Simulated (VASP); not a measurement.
# PbS (R-3m) in VASP: notebook

PbS is run at these levels: LDA; tasks: single point.

All numbers are computed with VASP 6.6.1; they aren't measurements. Logs are shortened: lines on timing, memory, paths and dates and some standing lists are left out, and cuts for length are marked.

## 1. The cell of the first run

The structure is trigonal, space group R-3m (No. 166). The conventional cell has a = 4.256 Å, b = 4.256 Å, c = 9.963 Å, α = 90.00°, β = 90.00°, γ = 120.00°. Within 3.9 Å of Pb (site symmetry -3m) lie 6 S at 2.97 Å. Within 3.9 Å of S (site symmetry -3m) lie 6 Pb at 2.97 Å.

## 2. Single point, LDA (equal xy, yz and zx shear strains of -3 %)

INCAR

```
PREC = Accurate
ENCUT = 520
EDIFF = 1E-7
ISMEAR = -1
SIGMA = 0.01
LREAL = F
LASPH = T
NELM = 60
ALGO = Normal
ISIF = 2
LWAVE = F
LCHARG = T
GGA = CA
LELF = T
LVHAR = T
NBANDS = 17
```

KPOINTS

```
Automatic mesh
0
Gamma
  8 8 8
```

POSCAR

```
PbS
1.0
   -0.0889500000      2.9205250000      2.9205250000
    2.9205250000     -0.0889500000      2.9205250000
    2.9205250000      2.9205250000     -0.0889500000
Pb S
1 1
Direct
    0.0000000000      0.0000000000      0.0000000000
    0.5000000000      0.5000000000      0.5000000000
```

Potentials or basis: VASP PAW LDA potentials, release 64 (Pb_d, S).

Started as:

```sh
> cat potpaw_LDA.64/Pb_d/POTCAR potpaw_LDA.64/S/POTCAR > POTCAR
> mpirun -np 1 vasp_std > vasp.out
```

OUTCAR:

```text
PREC = Accurate
   ENCUT = 520
   EDIFF = 1E-7
   ISMEAR = -1
   LREAL = F
   LASPH = T
   NELM = 60
   ISIF = 2
   GGA = CA

 ion  position               nearest neighbor table
   1  0.000  0.000  0.000-   2 2.97   2 2.97   2 2.97   2 2.97   2 2.97   2 2.97
   2  0.500  0.500  0.500-   1 2.97   1 2.97   1 2.97   1 2.97   1 2.97   1 2.97

  LATTYP: Found a trigonal (rhomboedric) cell.
 ALAT       =     4.1312037778
 COS(alpha) =     0.4693254694

  Lattice vectors:

 A1 = (  -0.0889500000,   2.9205250000,   2.9205250000)
 A2 = (   2.9205250000,  -0.0889500000,   2.9205250000)
 A3 = (   2.9205250000,   2.9205250000,  -0.0889500000)

Analysis of symmetry for initial positions (statically):
=====================================================================
 Subroutine PRICEL returns:
 Original cell was already a primitive cell.

 Routine SETGRP: Setting up the symmetry group for a
 trigonal (rhombohedral) supercell.

 Subroutine GETGRP returns: Found 12 space group operations
 (whereof 12 operations were pure point group operations)
 out of a pool of 12 trial point group operations.

The static configuration has the point symmetry D_3d.

Analysis of symmetry for dynamics (positions and initial velocities):
=====================================================================
 Subroutine PRICEL returns:
 Original cell was already a primitive cell.

 Routine SETGRP: Setting up the symmetry group for a
 trigonal (rhombohedral) supercell.

 Subroutine GETGRP returns: Found 12 space group operations
 (whereof 12 operations were pure point group operations)
 out of a pool of 12 trial point group operations.

The dynamic configuration has the point symmetry D_3d.

 Subroutine INISYM returns: Found 12 space group operations
 (whereof 12 operations are pure point group operations),
 and found     1 'primitive' translations

----------------------------------------------------------------------------------------

                                     Primitive cell

  volume of cell :      52.0964

  direct lattice vectors                    reciprocal lattice vectors
    -0.088950000  2.920525000  2.920525000    -0.163572730  0.168711140  0.168711140
     2.920525000 -0.088950000  2.920525000     0.168711140 -0.163572730  0.168711140
     2.920525000  2.920525000 -0.088950000     0.168711140  0.168711140 -0.163572730

  length of vectors
     4.131203778  4.131203778  4.131203778     0.289280030  0.289280030  0.289280030

  position of ions in fractional coordinates (direct lattice)
     0.000000000  0.000000000  0.000000000
     0.500000000  0.500000000  0.500000000

  ion indices of the primitive-cell ions
   primitive index   ion index
                 1           1
                 2           2

----------------------------------------------------------------------------------------

 KPOINTS: Automatic mesh

Automatic generation of k-mesh.
 Grid dimensions read from file:
 generate k-points for:    8    8    8

 Generating k-lattice:

  Cartesian coordinates                     Fractional coordinates (reciprocal lattice)
    -0.020446591  0.021088893  0.021088893     0.125000000  0.000000000  0.000000000
     0.021088893 -0.020446591  0.021088893     0.000000000  0.125000000  0.000000000
     0.021088893  0.021088893 -0.020446591     0.000000000  0.000000000  0.125000000

  Length of vectors
     0.036160004  0.036160004  0.036160004

  Shift w.r.t. Gamma in fractional coordinates (k-lattice)
     0.000000000  0.000000000  0.000000000

 Subroutine IBZKPT returns following result:
 ===========================================

 Found     65 irreducible k-points:

 Following reciprocal coordinates:
            Coordinates               Weight
  0.000000  0.000000  0.000000      1.000000
  0.125000 -0.000000 -0.000000      6.000000
  0.250000 -0.000000 -0.000000      6.000000
  0.375000 -0.000000 -0.000000      6.000000
  0.500000 -0.000000 -0.000000      3.000000
  0.125000  0.125000 -0.000000      6.000000
[... 16 lines left out ...]
  0.250000  0.125000  0.125000      6.000000
  0.375000  0.125000  0.125000      6.000000
 [... further k-points ...]
   k-points           NKPTS =     65   k-points in BZ     NKDIM =     65   number of bands    NBANDS=     17
   number of dos      NEDOS =    301   number of ions     NIONS =      2
   total plane-waves  NPLWV =  32768
   dimension x,y,z NGX =    32 NGY =   32 NGZ =   32
   dimension x,y,z NGXF=    64 NGYF=   64 NGZF=   64
   ions per type =               1   1
   NGX,Y,Z   is equivalent  to a cutoff of  12.88, 12.88, 12.88 a.u.
   NGXF,Y,Z  is equivalent  to a cutoff of  25.75, 25.75, 25.75 a.u.
 SYSTEM =  unknown system
   PREC   = accura    normal or accurate (medium, high low for compatibility)
   ISTART =      0    job   : 0-new  1-cont  2-samecut
   ICHARG =      2    charge: 1-file 2-atom 10-const
   ISPIN  =      1    spin polarized calculation?
   LNONCOLLINEAR =      F non collinear calculations
   LSORBIT =      F    spin-orbit coupling
   LASPH  =      T    aspherical Exc in radial PAW
   ENCUT  =  520.0 eV  38.22 Ry    6.18 a.u.   7.68  7.68  7.68*2*pi/ulx,y,z
   NELM   =     60;   NELMIN=  2; NELMDL= -5     # of ELM steps
   EDIFF  = 0.1E-06   stopping-criterion for ELM
   LREAL  =      F    real-space projection
   EDIFFG = 0.1E-05   stopping-criterion for IOM
   NSW    =      0    number of steps for IOM
   IBRION =     -1    ionic relax: 0-MD 1-quasi-New 2-CG
   NFREE  =      0    steps in history (QN), initial steepest desc. (CG)
   ISIF   =      2    stress and relaxation
   ISYM   =      2    0-nonsym 1-usesym 2-fastsym
   POTIM  = 0.5000    time-step for ionic-motion
   TEBEG  =    0.0;   TEEND  =   0.0 temperature during run
   PSTRESS=    0.0 pullay stress
   NELECT =      20.0000    total number of electrons
   NUPDOWN=      -1.0000    fix difference up-down
   EMIN   =  10.00;   EMAX   =-10.00  energy-range for DOS
   EFERMI =   0.00;   METHOD = LEGACY
   ISMEAR =    -1;   SIGMA  =   0.01  broadening in eV -4-tet -1-fermi 0-gaus
   EFERMI_NEDOS =   21; number of points for ismear=-14 and -15
   IALGO  =     38    algorithm
   IMIX   =      4    mixing-type and parameters
     AMIX     =   0.40;   BMIX     =  1.00
     AMIX_MAG =   1.60;   BMIX_MAG =  1.00
  volume/ion in A,a.u.               =      26.05       175.78
  Fermi-wavevector in a.u.,A,eV,Ry     =   1.189823  2.248439 19.261464  1.415678
  Thomas-Fermi vector in A             =   2.325921
   LORBIT       =      0    0 simple, 1 ext, 2 COOP (PROOUT), +10 PAW based schemes
   GGA     = CA    functional components
   LHFCALC =     F    Hartree Fock is set to
   AEXX    =    0.0000 exact exchange contribution
   IVDW    =     0    specifies the selected vdW correction
   LEPSILON=     F    determine dielectric tensor
   LRPA    =     F    only Hartree local field effects (RPA)
 non-spin polarized calculation
  energy-cutoff  :      520.00
  volume of cell :       52.10
 maximum number of plane-waves:      1419
   NGX = 15   NGY = 15   NGZ = 15

 number of electron      20.0000003 magnetization

 Free energy of the ion-electron system (eV)
  ---------------------------------------------------
  ext. energy  EPLUGINS =         0.00000000
  ---------------------------------------------------
  free energy    TOTEN  =        -9.97465592 eV

  energy without entropy =       -9.97458126  energy(sigma->0) =       -9.97461859

 E-fermi :   5.6778     XC(G=0): -10.0375

 val. band max:        5.6709102643   @ k =   0.5000  -0.0000  -0.0000
 cond. band min:       5.8641774009   @ k =   0.5000  -0.0000  -0.0000
 fundamental gap:      0.1932671366
 Fermi energy:         5.6778447238

 k-point     1 :       0.0000    0.0000    0.0000
  band No.  band energies     occupation
      1     -11.1754      2.00000
      2     -11.1754      2.00000
      3     -11.1702      2.00000
      4     -11.1532      2.00000
      5     -11.1532      2.00000
      6      -7.9657      2.00000
[... 9 lines left out ...]
     16      12.6869      0.00000
     17      14.0918      0.00000

 k-point     2 :       0.1250   -0.0000   -0.0000
  band No.  band energies     occupation
      1     -11.1778      2.00000
      2     -11.1744      2.00000
      3     -11.1650      2.00000
      4     -11.1552      2.00000
      5     -11.1499      2.00000
      6      -7.8313      2.00000
[... 9 lines left out ...]
     16      12.9699      0.00000
     17      15.2413      0.00000

 k-point     3 :       0.2500   -0.0000   -0.0000
  band No.  band energies     occupation
      1     -11.1871      2.00000
      2     -11.1779      2.00000
      3     -11.1605      2.00000
      4     -11.1464      2.00000
      5     -11.1380      2.00000
      6      -7.4560      2.00000
[... 9 lines left out ...]
     16      13.8273      0.00000
     17      17.2239      0.00000

 k-point     4 :       0.3750   -0.0000   -0.0000
  band No.  band energies     occupation
      1     -11.1978      2.00000
      2     -11.1847      2.00000
      3     -11.1618      2.00000
      4     -11.1292      2.00000
      5     -11.1247      2.00000
      6      -6.9621      2.00000
[... 9 lines left out ...]
     16      15.0412      0.00000
     17      17.1584      0.00000
[... 343 lines left out ...]
      1     -11.1703      2.00000
      2     -11.1675      2.00000
      3     -11.1675      2.00000
      4     -11.1581      2.00000
      5     -11.1581      2.00000
      6      -7.8219      2.00000
[... 9 lines left out ...]
     16      12.4730      0.00000
     17      15.4747      0.00000

 k-point    23 :       0.2500    0.1250    0.1250
  band No.  band energies     occupation
      1     -11.1765      2.00000
      2     -11.1728      2.00000
      3     -11.1619      2.00000
      4     -11.1544      2.00000
      5     -11.1498      2.00000
      6      -7.5988      2.00000
[... 9 lines left out ...]
     16      13.8336      0.00000
     17      15.1621      0.00000

 k-point    24 :       0.3750    0.1250    0.1250
  band No.  band energies     occupation
      1     -11.1881      2.00000
      2     -11.1810      2.00000
      3     -11.1638      2.00000
      4     -11.1401      2.00000
      5     -11.1347      2.00000
      6      -7.1684      2.00000
[... 9 lines left out ...]
     16      15.3921      0.00000
     17      16.2639      0.00000

 [... further k-points ...]

------------------------ aborting loop because EDIFF is reached ----------------------------------------

  FORCE on cell =-STRESS in cart. coord.  units (eV):
  Direction    XX          YY          ZZ          XY          YZ          ZX
  --------------------------------------------------------------------------------------
  -------------------------------------------------------------------------------------
  Total       -0.8337682     -0.8337682     -0.8337682      0.1831538      0.1831538      0.1831538
  in kB      -25.6417716    -25.6417716    -25.6417716      5.6327252      5.6327252      5.6327252
  external PRESSURE =     -25.6417716 kB  Pullay stress =       0.0000000 kB

 VOLUME and BASIS-vectors are now :
 -----------------------------------------------------------------------------
  energy-cutoff  :      520.00
  volume of cell :       52.10
      direct lattice vectors                 reciprocal lattice vectors
    -0.088950000  2.920525000  2.920525000    -0.163572730  0.168711140  0.168711140
     2.920525000 -0.088950000  2.920525000     0.168711140 -0.163572730  0.168711140
     2.920525000  2.920525000 -0.088950000     0.168711140  0.168711140 -0.163572730

 POSITION                                       TOTAL-FORCE (eV/Angst)
 -----------------------------------------------------------------------------------
      0.00000      0.00000      0.00000         0.000000      0.000000     -0.000000
      2.87605      2.87605      2.87605         0.000000     -0.000000      0.000000
 -----------------------------------------------------------------------------------
    total drift:                                0.000000     -0.000000     -0.000000

  FREE ENERGIE OF THE ION-ELECTRON SYSTEM (eV)
  ---------------------------------------------------
  free  energy   TOTEN  =        -9.9746559170 eV

  energy  without entropy=       -9.9745812568  energy(sigma->0) =       -9.97461859
```

Run time: 67 s. Hardware: 1 thread of Intel Xeon 8259CL, shared host; peak memory 0.19 GiB.

What came out:

* Free energy: -9.9747 eV
* Pressure: -2.6 GPa
* Band gap on the k mesh: zero (bands 10 and 11 overlap by 0.08 eV)

Stress tensor (GPa, compression positive):
```
-2.56  0.56  0.56
 0.56 -2.56  0.56
 0.56  0.56 -2.56
```

Caveat: the cell differs from its parent crystal (equal xy, yz and zx shear strains of -3 %); semilocal functionals underestimate gaps, so a narrow gap can read as zero; spin-orbit coupling is left out, which moves the levels of the heavy elements.

## 3. Single point, LDA (equal xy, yz and zx shear strains of -1 %)

INCAR

```
PREC     = Accurate       # precision mode
ENCUT    = 520            # plane-wave cutoff, eV
EDIFF    = 1E-6           # SCF threshold, eV
ISMEAR   = -1             # smearing method
SIGMA    = 0.01           # smearing width, eV
LREAL    = False          # projectors in reciprocal space
LASPH    = True           # aspherical terms in the spheres
NELM     = 80             # most SCF steps
ALGO     = Normal         # electronic algorithm
ISIF     = 2              # what is computed and relaxed
LWAVE    = False          # write WAVECAR
LCHARG   = True           # write CHGCAR
LELF     = True           # ELF
LVHAR    = True         
NBANDS   = 17             # bands
```

KPOINTS

```
regular mesh
0
Gamma
  8 8 8
```

POSCAR

```
PbS
1.0
   -0.0296500000      2.9501750000      2.9501750000
    2.9501750000     -0.0296500000      2.9501750000
    2.9501750000      2.9501750000     -0.0296500000
Pb S
1 1
Direct
    0.0000000000      0.0000000000      0.0000000000
    0.5000000000      0.5000000000      0.5000000000
```

Potentials or basis: VASP PAW LDA potentials, release 64 (Pb_d, S).

Started as:

```sh
> cat potpaw_LDA.64/Pb_d/POTCAR potpaw_LDA.64/S/POTCAR > POTCAR
> mpirun -np 1 vasp_std > vasp.out
```

Wall time 64 s (1 thread of Intel Xeon 8259CL, shared host); peak memory 0.19 GiB.

It converged, with:

```yaml
Free_energy: -9.9818 eV
Pressure: -2.5 GPa
Band_gap_on_the_k_mesh: 0.11 eV (least direct gap 0.19 eV)
```

Stress tensor (GPa, compression positive):
```
-2.51  0.21  0.21
 0.21 -2.51  0.21
 0.21  0.21 -2.51
```

Levels at points of the mesh, in eV from the valence-band top:
```tsv
k point	band 6	band 7	band 8	band 9	band 10	band 11	band 12	band 13	band 14	band 15
(0.00, 0.00, 0.00)	-13.60	-6.10	-2.22	-2.22	-2.11	5.04	5.05	5.05	6.55	6.55
(0.50, 0.00, 0.00)	-12.31	-8.97	-1.79	-1.75	0.00	0.21	1.81	1.87	8.45	9.93
(0.50, 0.50, 0.00)	-11.87	-7.30	-5.29	-3.54	-3.44	3.70	5.39	5.54	5.59	11.16
(0.50, 0.50, 0.50)	-12.29	-8.90	-1.82	-1.82	-0.08	0.11	1.72	1.72	8.47	10.12
```

Caveat: the cell differs from its parent crystal (equal xy, yz and zx shear strains of -1 %); spin-orbit coupling is left out, which moves the levels of the heavy elements. A k mesh can miss the band edges.
